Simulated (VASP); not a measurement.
Runs of VASP 6.6.1 on CsI. It takes space group Pm-3m (No. 221, cubic). The conventional cell has a = 4.608 Å, b = 4.608 Å, c = 4.608 Å, α = 90.00°, β = 90.00°, γ = 90.00°. Within 5.2 Å of Cs (site symmetry m-3m) lie 8 I at 3.99 Å and 6 Cs at 4.61 Å. I (site symmetry m-3m) has 8 Cs at 3.99 Å and 6 I at 4.61 Å within 5.2 Å. 

```csv
level,potentials or basis,cutoff (eV),grid for exact exchange (PRECFOCK),share of exact exchange,screening parameter,gap on the mesh (eV),pressure (GPa)
r2SCAN,"VASP PAW PBE potentials, release 64 (Cs_sv, I)",550,-,-,-,(b),0.1
PBE,"VASP PAW PBE potentials, release 64 (Cs_sv, I)",500,-,-,-,3.79,0.5
LDA,"VASP PAW LDA potentials, release 64 (Cs_sv, I)",500,-,-,-,(a),-1.6
HSE06,"VASP PAW PBE potentials, release 64 (Cs_sv, I)",400,Normal,0.25,0.2079 1/Å,4.78,0.2
```

Alike in all rows: task single point; no spin polarisation; cell as given; k mesh 4 × 4 × 4; smearing gaussian 0.01 eV.

Fill in the values left out.

(a) 3.45; (b) 4.50.

Caveats: spin-orbit coupling is left out, which moves the levels of the heavy elements; the PAW data sets were made with another functional, which shifts forces and pressure a little (at least some runs).

A k mesh can miss the band edges, and the runs leave out spin-orbit coupling on Cs, I.
